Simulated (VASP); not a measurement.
# Sr: relaxation of cell and atoms with PBE

Crystal: Sr.

```
Sr
1.0
    -2.18527    2.18527    2.85413
     2.18527   -2.18527    2.85413
     2.18527    2.18527   -2.85413
Sr
1
Direct
  0.50000 0.50000 0.00000
```

- Program: VASP 6.6.1
- Task: relaxation of cell and atoms
- Functional: PBE
- Potentials or basis: VASP PAW PBE potentials, release 64 (Sr_sv)
- Cutoff: 600 eV
- k mesh: 12 × 12 × 12
- Occupations: gaussian, width 0.01 eV
- Spin: no spin polarisation
- Dipole correction: no
- Further INCAR settings: ALGO = Normal; EDIFF = 1e-07; IBRION = 2; EDIFFG = -0.01; NSW = 100; ISIF = 3

```
Relaxed volume                         : 54.43 Å³/atom
Relaxed cell                           : a = 4.263 Å, b = 4.263 Å, c = 4.263 Å, α = 120.41°, β = 120.41°, γ = 89.30°
Space group after relaxing (to 0.05 Å) : I4/mmm (No. 139)
Energy gained by relaxing              : 1.9 meV/atom
Ionic steps                            : 10
Pressure after relaxing                : 0.0 GPa
Band gap on the k mesh                 : zero (band 5 reaches 1.68 eV, above the bottom of band 6 at 1.63 eV)
```

The path:
| step | energy change (eV) | largest force (eV/Å) | pressure (GPa) | volume (Å³) |
| --- | --- | --- | --- | --- |
| 1 | 0.0000 | 0.0000 | -0.01 | 54.52 |
| 2 | -0.0002 | 0.0000 | 0.00 | 54.49 |
| 3 | -0.0007 | 0.0000 | 0.02 | 54.39 |
| 4 | -0.0015 | 0.0000 | 0.07 | 54.18 |
| 5 | -0.0014 | 0.0000 | 0.19 | 53.70 |
| 6 | -0.0016 | 0.0000 | 0.14 | 53.89 |
| 7 | -0.0018 | 0.0000 | 0.06 | 54.22 |
| 8 | -0.0018 | 0.0000 | 0.05 | 54.25 |
| 9 | -0.0018 | 0.0000 | 0.04 | 54.30 |
| 10 | -0.0019 | 0.0000 | 0.01 | 54.43 |

Final structure:
```xyz
1
Lattice="-2.1182 2.1182 3.0326 2.1182 -2.1182 3.0326 2.1182 2.1182 -3.0326" Properties=species:S:1:pos:R:3 pbc="T T T"
Sr    0.0000    0.0000    3.0326
```

Levels at points of the mesh, in eV from the Fermi level:
```
           k point  band 1  band 2  band 3  band 4  band 5  band 6  band 7  band 8  band 9
(0.00, 0.00, 0.00)  -36.60  -18.49  -18.49  -18.49   -3.67    2.31    2.37    2.37    3.88
(0.50, 0.00, 0.00)  -36.59  -18.69  -18.52  -18.51   -1.13    0.07    2.15    2.23    4.91
(0.50, 0.50, 0.00)  -36.58  -18.68  -18.56  -18.56   -0.65    0.32    1.11    4.89    5.23
(0.50, 0.50, 0.50)  -36.58  -18.68  -18.56  -18.56   -0.68    0.35    1.00    4.90    5.19
```

Run time: 9.2 min on 1 thread of AMD EPYC 7R13 Processor (Zen 3), with other jobs on the host, peak memory 0.24 GiB.
